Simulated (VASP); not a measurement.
A run of VASP 6.6.1 is set up as follows.

INCAR

```
SYSTEM = Ag
ALGO     = Normal         ! electronic algorithm
EDIFF    = 1E-6           ! SCF threshold, eV
ENCUT    = 520            ! plane-wave cutoff, eV
GGA      = PS             ! functional
GGA_COMPAT= .False.      
ISIF     = 2              ! what is computed and relaxed
ISMEAR   = -1             ! smearing method
LASPH    = .True.         ! aspherical terms in the spheres
LCHARG   = .True.         ! write CHGCAR
LMAXMIX  = 4              ! l up to which the mixer works
LNONCOLLINEAR= .True.         ! non-collinear magnetism
LORBIT   = 11             ! projections on sites
LORBMOM  = .True.       
LREAL    = .False.        ! projectors in reciprocal space
LSORBIT  = .True.         ! spin-orbit coupling
LVHAR    = .True.       
LWAVE    = .False.        ! write WAVECAR
MAGMOM   = 0 0 0 0 0 0    ! initial moments
NBANDS   = 34             ! bands
NELM     = 150            ! most SCF steps
PREC     = Accurate       ! precision mode
SIGMA    = 0.05           ! smearing width, eV
```

KPOINTS

```
k-points
0
Gamma
  10 10 6
  0 0 0
```

Contents of POSCAR:

```
Ag
1.0
    2.9300000000      0.0000000000      0.0000000000
   -1.4650000000      2.5374544331      0.0000000000
    0.0000000000      0.0000000000      4.7900000000
Ag
2
Direct
    0.6666666667      0.3333333333      0.7500000000
    0.3333333333      0.6666666667      0.2500000000
```

Potentials or basis: VASP PAW PBE potentials, release 64 (Ag).

Launch:

```sh
$ cat potpaw_PBE.64/Ag/POTCAR > POTCAR
$ mpirun -np 1 vasp_ncl > vasp.out
```

(1) Predict the net moment.

(2) What does it give for the pressure?

Results:

(1) 0.00 μB per cell.

(2) -6.4 GPa.

Caveat: the cell stands under tension; the PAW data sets were made with another functional, which shifts forces and pressure a little.
